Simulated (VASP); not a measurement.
# MgO in VASP: a series of runs

Runs on MgO. Level: LDA. Tasks: single point, relaxation of cell and atoms.

Program: VASP 6.6.1. These are calculated values, not measurements. Logs are shortened: lines on timing, memory, paths and dates and some standing lists are left out, and cuts for length are marked.

## Step 1: The cell of the first run

Symmetry: I4/mmm, No. 139, tetragonal system. Conventional cell: a = 2.970 Å, b = 2.970 Å, c = 4.135 Å, α = 90.00°, β = 90.00°, γ = 90.00°. Within 2.7 Å of Mg (site symmetry 4/mmm) lie 6 O at 2.07 to 2.10 Å. O (site symmetry 4/mmm) has 6 Mg at 2.07 to 2.10 Å within 2.7 Å.

## Step 2: Single point, LDA (film at in-plane strain +0.01)

INCAR reads:

```
SYSTEM = MgO
ALGO     = Normal         ! electronic algorithm
EDIFF    = 1E-6           ! SCF threshold, eV
ENCUT    = 520            ! plane-wave cutoff, eV
GGA      = CA             ! functional
ISIF     = 2              ! what is computed and relaxed
ISMEAR   = 0              ! smearing method
LASPH    = .True.         ! aspherical terms in the spheres
LCHARG   = .True.         ! write CHGCAR
LELF     = .True.         ! ELF
LREAL    = .False.        ! projectors in reciprocal space
LVHAR    = .True.       
LWAVE    = .False.        ! write WAVECAR
NBANDS   = 11             ! bands
NELM     = 60             ! most SCF steps
PREC     = Accurate       ! precision mode
SIGMA    = 0.01           ! smearing width, eV
```

KPOINTS reads:

```
k-points
0
Gamma
  10 10 10
  0 0 0
```

POSCAR reads:

```
MgO
1.0
    2.1003881376      2.1003881376      0.0000000000
   -2.1003881376      2.1003881376      0.0000000000
    0.0000000000      2.1003881376      2.0675985272
Mg O
1 1
Direct
    0.0000000000      0.0000000000      0.0000000000
    0.5000000000      0.5000000000      0.0000000000
```

Potentials or basis: VASP PAW LDA potentials, release 64 (Mg, O).

Run with:

```sh
cat potpaw_LDA.64/Mg/POTCAR potpaw_LDA.64/O/POTCAR > POTCAR
mpirun -np 1 vasp_std > vasp.out
```

OUTCAR:

```text
SYSTEM = MgO
   EDIFF = 1E-6
   ENCUT = 520
   GGA = CA
   ISIF = 2
   ISMEAR = 0
   LASPH = .True.
   LREAL = .False.
   NELM = 60
   PREC = Accurate

 ion  position               nearest neighbor table
   1  0.000  0.000  0.000-   2 2.07   2 2.07   2 2.10   2 2.10   2 2.10   2 2.10
   2  0.500  0.500  0.000-   1 2.07   1 2.07   1 2.10   1 2.10   1 2.10   1 2.10

  LATTYP: Found a body centered tetragonal cell.
 ALAT       =     2.9703973904
 C/A-ratio  =     1.3921359707

  Lattice vectors:

 A1 = (   2.1003881376,   0.0000000000,  -2.0675985272)
 A2 = (  -2.1003881376,   0.0000000000,  -2.0675985272)
 A3 = (   0.0000000000,   2.1003881376,   2.0675985272)

Analysis of symmetry for initial positions (statically):
=====================================================================
 Subroutine PRICEL returns:
 Original cell was already a primitive cell.

 Routine SETGRP: Setting up the symmetry group for a
 body centered tetragonal supercell.

 Subroutine GETGRP returns: Found 16 space group operations
 (whereof 16 operations were pure point group operations)
 out of a pool of 16 trial point group operations.

The static configuration has the point symmetry D_4h.

Analysis of symmetry for dynamics (positions and initial velocities):
=====================================================================
 Subroutine PRICEL returns:
 Original cell was already a primitive cell.

 Routine SETGRP: Setting up the symmetry group for a
 body centered tetragonal supercell.

 Subroutine GETGRP returns: Found 16 space group operations
 (whereof 16 operations were pure point group operations)
 out of a pool of 16 trial point group operations.

The dynamic configuration has the point symmetry D_4h.

 Subroutine INISYM returns: Found 16 space group operations
 (whereof 16 operations are pure point group operations),
 and found     1 'primitive' translations

----------------------------------------------------------------------------------------

                                     Primitive cell

  volume of cell :      18.2430

  direct lattice vectors                    reciprocal lattice vectors
     2.100388138  2.100388138  0.000000000     0.238051240  0.238051240 -0.241826444
    -2.100388138  2.100388138  0.000000000    -0.238051240  0.238051240 -0.241826444
     0.000000000  2.100388138  2.067598527     0.000000000  0.000000000  0.483652889

  length of vectors
     2.970397390  2.970397390  2.947302834     0.414507919  0.414507919  0.483652889

  position of ions in fractional coordinates (direct lattice)
[... 83 lines left out ...]
   IBRION =     -1    ionic relax: 0-MD 1-quasi-New 2-CG
   NFREE  =      0    steps in history (QN), initial steepest desc. (CG)
   ISIF   =      2    stress and relaxation
   ISYM   =      2    0-nonsym 1-usesym 2-fastsym
   POTIM  = 0.5000    time-step for ionic-motion
   TEBEG  =    0.0;   TEEND  =   0.0 temperature during run
   PSTRESS=    0.0 pullay stress
   NELECT =       8.0000    total number of electrons
   NUPDOWN=      -1.0000    fix difference up-down
   EMIN   =  10.00;   EMAX   =-10.00  energy-range for DOS
   EFERMI =   0.00;   METHOD = LEGACY
   ISMEAR =     0;   SIGMA  =   0.01  broadening in eV -4-tet -1-fermi 0-gaus
   EFERMI_NEDOS =   21; number of points for ismear=-14 and -15
   IALGO  =     38    algorithm
   IMIX   =      4    mixing-type and parameters
     AMIX     =   0.40;   BMIX     =  1.00
     AMIX_MAG =   1.60;   BMIX_MAG =  1.00
  volume/ion in A,a.u.               =       9.12        61.55
  Fermi-wavevector in a.u.,A,eV,Ry     =   1.243769  2.350383 21.047686  1.546961
  Thomas-Fermi vector in A             =   2.378065
   LORBIT       =      0    0 simple, 1 ext, 2 COOP (PROOUT), +10 PAW based schemes
   GGA     = CA    functional components
   LHFCALC =     F    Hartree Fock is set to
   AEXX    =    0.0000 exact exchange contribution
   IVDW    =     0    specifies the selected vdW correction
   LEPSILON=     F    determine dielectric tensor
   LRPA    =     F    only Hartree local field effects (RPA)
 non-spin polarized calculation
 Gauss-broadening in eV      SIGMA  =   0.01
  energy-cutoff  :      520.00
  volume of cell :       18.24
 maximum number of plane-waves:       531
 NGX is ok and might be reduce to    24
   NGX = 11   NGY = 11   NGZ = 11

 number of electron       8.0000003 magnetization

 Free energy of the ion-electron system (eV)
  ---------------------------------------------------
  ext. energy  EPLUGINS =         0.00000000
  ---------------------------------------------------
  free energy    TOTEN  =       -13.43845199 eV

  energy without entropy =      -13.43845199  energy(sigma->0) =      -13.43845199

 E-fermi :   3.1987     XC(G=0): -11.7067

 val. band max:        3.0746429655   @ k =   0.0000   0.0000   0.0000
 cond. band min:       7.9529729456   @ k =   0.0000   0.0000   0.0000
 fundamental gap:      4.8783299801
 Fermi energy:         3.1987450694

 k-point     1 :       0.0000    0.0000    0.0000
  band No.  band energies     occupation
      1     -14.0662      2.00000
      2       3.0394      2.00000
      3       3.0746      2.00000
      4       3.0746      2.00000
      5       7.9530      0.00000
      6      18.6638      0.00000
      7      18.6638      0.00000
      8      18.8343      0.00000
      9      22.8083      0.00000
     10      24.2174      0.00000
     11      24.7455      0.00000
[... 309 lines left out ...]
 k-point    24 :       0.4000    0.3000   -0.0000
  band No.  band energies     occupation
      1     -12.3987      2.00000
      2      -0.6508      2.00000
      3       0.2687      2.00000
      4       1.9853      2.00000
      5      13.1817      0.00000
      6      15.1570      0.00000
      7      15.6370      0.00000
      8      20.9086      0.00000
      9      21.7934      0.00000
     10      27.0751      0.00000
     11      30.4115      0.00000

 [... further k-points ...]
[... 5 lines left out ...]
  --------------------------------------------------------------------------------------
  -------------------------------------------------------------------------------------
  Total       -0.5824433     -0.5824433     -0.1874868      0.0000000     -0.0000000      0.0000000
  in kB      -51.1527438    -51.1527438    -16.4659210      0.0000000     -0.0000000      0.0000000
  external PRESSURE =     -39.5904696 kB  Pullay stress =       0.0000000 kB

 VOLUME and BASIS-vectors are now :
 -----------------------------------------------------------------------------
  energy-cutoff  :      520.00
  volume of cell :       18.24
      direct lattice vectors                 reciprocal lattice vectors
     2.100388138  2.100388138  0.000000000     0.238051240  0.238051240 -0.241826444
    -2.100388138  2.100388138  0.000000000    -0.238051240  0.238051240 -0.241826444
     0.000000000  2.100388138  2.067598527     0.000000000  0.000000000  0.483652889

 POSITION                                       TOTAL-FORCE (eV/Angst)
 -----------------------------------------------------------------------------------
      0.00000      0.00000      0.00000         0.000000      0.000000      0.000000
      0.00000      2.10039      0.00000        -0.000000     -0.000000      0.000000
 -----------------------------------------------------------------------------------
    total drift:                                0.000000     -0.000000     -0.000000

  FREE ENERGIE OF THE ION-ELECTRON SYSTEM (eV)
  ---------------------------------------------------
  free  energy   TOTEN  =       -13.4384519947 eV

  energy  without entropy=      -13.4384519947  energy(sigma->0) =      -13.43845199
```

Wall time 9 s (1 thread of Intel Xeon Platinum 8488C (Sapphire Rapids), shared host); peak memory 0.14 GiB.

Results:

| Quantity | Value |
| --- | --- |
| Free energy | -13.4385 eV |
| Pressure | -4.0 GPa |
| Band gap on the k mesh | 4.88 eV, direct |

Levels at points of the mesh, in eV from the valence-band top:
| k point | band 2 | band 3 | band 4 | band 5 | band 6 | band 7 |
| --- | --- | --- | --- | --- | --- | --- |
| (0.00, 0.00, 0.00) | -0.04 | 0.00 | 0.00 | 4.88 | 15.59 | 15.59 |
| (0.50, 0.00, 0.00) | -4.82 | -0.72 | -0.69 | 7.87 | 12.66 | 16.05 |
| (0.50, 0.50, 0.00) | -4.28 | -1.44 | -1.34 | 8.96 | 9.96 | 13.06 |
| (0.00, 0.00, 0.50) | -4.22 | -1.47 | -1.47 | 8.79 | 9.93 | 13.27 |

Caveat: the cell differs from its parent crystal (film at in-plane strain +0.01).

## Step 3: Single point, LDA (in-plane strain +0.02, then relaxed in part)

INCAR reads:

```
SYSTEM = MgO
ALGO = Normal
EDIFF = 1E-6
ENCUT = 520
GGA = CA
ISIF = 2
ISMEAR = 0
LASPH = .True.
LCHARG = .True.
LELF = .True.
LREAL = .False.
LVHAR = .True.
LWAVE = .False.
NBANDS = 11
NELM = 80
PREC = Accurate
SIGMA = 0.01
```

KPOINTS is that of step 2.

POSCAR reads:

```
MgO
1.0
    2.1211840597      2.1211840597      0.0000000000
   -2.1211840597      2.1211840597      0.0000000000
    0.0000000000      2.1211840597      2.0562278118
Mg O
1 1
Direct
    0.0000000000      0.0000000000      0.0000000000
    0.5000000000      0.5000000000      0.0000000000
```

Potentials or basis: VASP PAW LDA potentials, release 64 (Mg, O).

Run with:

```sh
cat potpaw_LDA.64/Mg/POTCAR potpaw_LDA.64/O/POTCAR > POTCAR
mpirun -np 1 vasp_std > vasp.out
```

Run time: 8.2 s. Hardware: 1 thread of Intel Xeon Platinum 8488C (Sapphire Rapids), shared host; peak memory 0.14 GiB.

Results (log left out):

| Property | Result |
| --- | --- |
| Free energy | -13.4248 eV |
| Pressure | -5.9 GPa |
| Band gap on the k mesh | 4.72 eV, direct |

Stress tensor (GPa, compression positive):
```
-8.12  0.00  0.00
 0.00 -8.12  0.00
 0.00  0.00 -1.61
```

Levels at points of the mesh, in eV from the valence-band top:
```csv
k point,band 2,band 3,band 4,band 5,band 6,band 7
"(0.00, 0.00, 0.00)",-0.07,0.00,0.00,4.72,15.46,15.46
"(0.50, 0.00, 0.00)",-4.76,-0.73,-0.67,7.76,12.48,15.73
"(0.50, 0.50, 0.00)",-4.25,-1.46,-1.27,8.99,9.80,12.83
"(0.00, 0.00, 0.50)",-4.13,-1.50,-1.50,8.66,9.76,13.25
```

Caveat: the cell differs from its parent crystal (in-plane strain +0.02, then relaxed in part).

## Step 4: Single point, LDA (in-plane strain +0.02)

INCAR reads:

```
ALGO = Normal
EDIFF = 1E-6
ENCUT = 520
ISIF = 2
ISMEAR = 0
LASPH = T
LCHARG = T
LELF = T
LREAL = F
LVHAR = T
LWAVE = F
NBANDS = 11
NELM = 100
PREC = Accurate
SIGMA = 0.01
```

KPOINTS reads:

```
k-points
0
Gamma
  10 10 10
```

Changes to POSCAR since step 3:

```diff
@@ -4,3 +4,3 @@
    -2.1211840597      2.1211840597      0.0000000000
-    0.0000000000      2.1211840597      2.0562278118
+    0.0000000000      2.1211840597      2.0546371088
 Mg O
```

Potentials or basis: VASP PAW LDA potentials, release 64 (Mg, O).

Run with:

```sh
cat potpaw_LDA.64/Mg/POTCAR potpaw_LDA.64/O/POTCAR > POTCAR
mpirun -np 1 vasp_std > vasp.out
```

OUTCAR:

```text
EDIFF = 1E-6
   ENCUT = 520
   ISIF = 2
   ISMEAR = 0
   LASPH = T
   LREAL = F
   NELM = 100
   PREC = Accurate

 ion  position               nearest neighbor table
   1  0.000  0.000  0.000-   2 2.05   2 2.05   2 2.12   2 2.12   2 2.12   2 2.12
   2  0.500  0.500  0.000-   1 2.05   1 2.05   1 2.12   1 2.12   1 2.12   1 2.12

  LATTYP: Found a body centered tetragonal cell.
 ALAT       =     2.9998072655
 C/A-ratio  =     1.3698460781

  Lattice vectors:

 A1 = (   2.1211840597,   0.0000000000,  -2.0546371088)
[... 515 lines left out ...]
      7      15.3630      0.00000
      8      20.6951      0.00000
      9      21.5711      0.00000
     10      26.8393      0.00000
     11      30.0395      0.00000

 [... further k-points ...]
[... 5 lines left out ...]
  --------------------------------------------------------------------------------------
  -------------------------------------------------------------------------------------
  Total       -0.9288185     -0.9288185     -0.1538295      0.0000000      0.0000000      0.0000000
  in kB      -80.4858652    -80.4858652    -13.3299445      0.0000000      0.0000000      0.0000000
  external PRESSURE =     -58.1005583 kB  Pullay stress =       0.0000000 kB

 VOLUME and BASIS-vectors are now :
 -----------------------------------------------------------------------------
  energy-cutoff  :      520.00
  volume of cell :       18.49
      direct lattice vectors                 reciprocal lattice vectors
     2.121184060  2.121184060  0.000000000     0.235717404  0.235717404 -0.243351976
    -2.121184060  2.121184060  0.000000000    -0.235717404  0.235717404 -0.243351976
     0.000000000  2.121184060  2.054637109     0.000000000  0.000000000  0.486703952

 POSITION                                       TOTAL-FORCE (eV/Angst)
 -----------------------------------------------------------------------------------
      0.00000      0.00000      0.00000        -0.000000     -0.000000      0.000000
      0.00000      2.12118      0.00000         0.000000      0.000000      0.000000
 -----------------------------------------------------------------------------------
    total drift:                                0.000000     -0.000000     -0.000000

  FREE ENERGIE OF THE ION-ELECTRON SYSTEM (eV)
  ---------------------------------------------------
  free  energy   TOTEN  =       -13.4248822338 eV

  energy  without entropy=      -13.4248822338  energy(sigma->0) =      -13.42488223
```

Wall time 8 s (1 thread of Intel Xeon Platinum 8488C (Sapphire Rapids), shared host); peak memory 0.14 GiB.

Results:

| Item | Value |
| --- | --- |
| Free energy | -13.4249 eV |
| Pressure | -5.8 GPa |
| Band gap on the k mesh | 4.73 eV, direct |

Caveat: the cell differs from its parent crystal (in-plane strain +0.02).

## Step 5: Relaxation of cell and atoms, LDA

This run uses another cell than the first one, of 9.37 Å³/atom, 1.028 times its volume.

INCAR reads:

```
SYSTEM = MgO
PREC     = Accurate       ! precision mode
ENCUT    = 600            ! plane-wave cutoff, eV
EDIFF    = 1E-7           ! SCF threshold, eV
ISMEAR   = -1             ! smearing method
SIGMA    = 0.05           ! smearing width, eV
LREAL    = .FALSE.        ! projectors in reciprocal space
LASPH    = .TRUE.         ! aspherical terms in the spheres
NELM     = 100            ! most SCF steps
ALGO     = Normal         ! electronic algorithm
ISIF     = 3              ! what is computed and relaxed
LWAVE    = .FALSE.        ! write WAVECAR
LCHARG   = .FALSE.        ! write CHGCAR
IBRION   = 2              ! ionic algorithm
NSW      = 100            ! ionic steps
EDIFFG   = -0.002         ! ionic threshold
```

KPOINTS reads:

```
Automatic mesh
0
G
  14 14 14
  0 0 0
```

POSCAR reads:

```
MgO
1.0
    2.1085000000      2.1085000000      0.0000000000
   -2.1085000000      2.1085000000      0.0000000000
    0.0000000000      2.1085000000      2.1085000000
Mg O
1 1
Direct
    0.0000000000      0.0000000000      0.0000000000
    0.5000000000      0.5000000000      0.0000000000
```

Run with:

```sh
cat potpaw_LDA.64/Mg/POTCAR potpaw_LDA.64/O/POTCAR > POTCAR
mpirun -np 1 vasp_std > vasp.out
```

Run time: 14 s. Hardware: 1 thread of Intel Xeon Platinum 8488C (Sapphire Rapids), shared host; peak memory 0.15 GiB.

Results (log left out):

| Item | Value |
| --- | --- |
| Free energy | -13.4515 eV |
| Relaxed volume | 8.89 Å³/atom |
| Relaxed cell | a = 2.930 Å, b = 2.930 Å, c = 2.930 Å, α = 60.00°, β = 60.00°, γ = 90.00° |
| Space group after relaxing (to 0.05 Å) | Fm-3m (No. 225) |
| Energy gained by relaxing | 13.4 meV/atom |
| Ionic steps | 3 |
| Pressure after relaxing | 0.0 GPa |
| Band gap on the k mesh | 5.15 eV, direct |

Step by step:
```
step  energy change (eV)  largest force (eV/Å)  pressure (GPa)  volume (Å³)
   1              0.0000                0.0000           -8.48        18.75
   2             -0.0227                0.0000            3.71        17.43
   3             -0.0267                0.0000            0.01        17.78
```

Final structure:
```
Mg O
1.0
     2.07167    2.07167    0.00000
    -2.07167    2.07167    0.00000
     0.00000    2.07167    2.07167
Mg O
1 1
Direct
  0.00000 0.00000 0.00000
  0.50000 0.50000 0.00000
```

Levels at points of the mesh, in eV from the valence-band top:
```tsv
k point	band 1	band 2	band 3	band 4	band 5	band 6	band 7	band 8
(0.00, 0.00, 0.00)	-17.27	0.00	0.00	0.00	5.15	15.80	15.80	15.80
(0.50, 0.00, 0.00)	-15.78	-4.92	-0.72	-0.72	8.05	12.96	16.51	16.51
(0.50, 0.50, 0.00)	-15.49	-4.36	-1.44	-1.44	8.94	10.25	13.42	19.39
```

## Step 6: Single point, LDA

This run uses another cell than the first one, of 8.99 Å³/atom, 0.986 times its volume.

INCAR reads:

```
ALGO = Normal
EDIFF = 1E-6
ENCUT = 520
GGA = CA
ISIF = 2
ISMEAR = 0
LASPH = T
LCHARG = F
LREAL = F
LWAVE = F
NBANDS = 11
NELM = 80
PREC = Accurate
SIGMA = 0.01
```

KPOINTS reads:

```
k-points
0
Gamma
  10 10 10
```

POSCAR reads:

```
MgO
1.0
    2.0795922154      2.0795922154      0.0000000000
   -2.0795922154      2.0795922154      0.0000000000
    0.0000000000      2.0795922154      2.0795922154
Mg O
1 1
Direct
    0.0000000000      0.0000000000      0.0000000000
    0.5000000000      0.5000000000      0.0000000000
```

Potentials or basis: VASP PAW LDA potentials, release 64 (Mg, O).

Run with:

```sh
cat potpaw_LDA.64/Mg/POTCAR potpaw_LDA.64/O/POTCAR > POTCAR
mpirun -np 1 vasp_std > vasp.out
```

It took 4.1 s on 1 thread of Intel Xeon Platinum 8375C at 2.90GHz (Ice Lake), shared host; peak memory 0.13 GiB.

It converged, with:

| Item | Value |
| --- | --- |
| Free energy | -13.4448 eV |
| Pressure | -1.7 GPa |
| Band gap on the k mesh | 5.03 eV, direct |

Levels at points of the mesh, in eV from the valence-band top:
```
           k point  band 2  band 3  band 4  band 5  band 6  band 7
(0.00, 0.00, 0.00)    0.00    0.00    0.00    5.03   15.73   15.73
(0.50, 0.00, 0.00)   -4.87   -0.71   -0.71    7.97   12.83   16.39
(0.50, 0.50, 0.00)   -4.31   -1.43   -1.43    8.92   10.12   13.30
```

As with any semilocal functional, this LDA gap is likely too small.

## Step 7: The runs side by side

| task | cell | k mesh | cutoff (eV) | smearing | gap on the mesh (eV) | pressure (GPa) |
| --- | --- | --- | --- | --- | --- | --- |
| single point | a = 2.970, b = 2.970, c = 2.947 Å, angles 59.7, 59.7, 90.0°, 2 atoms | 10 × 10 × 10 | 520 | gaussian 0.01 eV | 4.88 | -4.0 |
| single point | a = 3.000, b = 3.000, c = 2.954 Å, angles 59.5, 59.5, 90.0°, 2 atoms | 10 × 10 × 10 | 520 | gaussian 0.01 eV | 4.72 | -5.9 |
| single point | a = 3.000, b = 3.000, c = 2.953 Å, angles 59.5, 59.5, 90.0°, 2 atoms | 10 × 10 × 10 | 520 | gaussian 0.01 eV | 4.73 | -5.8 |
| relaxation of cell and atoms | relaxed from a = 2.982 Å, angles 60.0, 60.0, 90.0°, 2 atoms | 14 × 14 × 14 | 600 | fermi-dirac 0.05 eV | 5.15 | 0.0 |
| single point | a = 2.941 Å, angles 60.0, 60.0, 90.0°, 2 atoms | 10 × 10 × 10 | 520 | gaussian 0.01 eV | 5.03 | -1.7 |

Alike in all rows: level LDA; potentials or basis VASP PAW LDA potentials, release 64 (Mg, O); no spin polarisation.

Absolute energies hang on the potentials; compare differences alone.
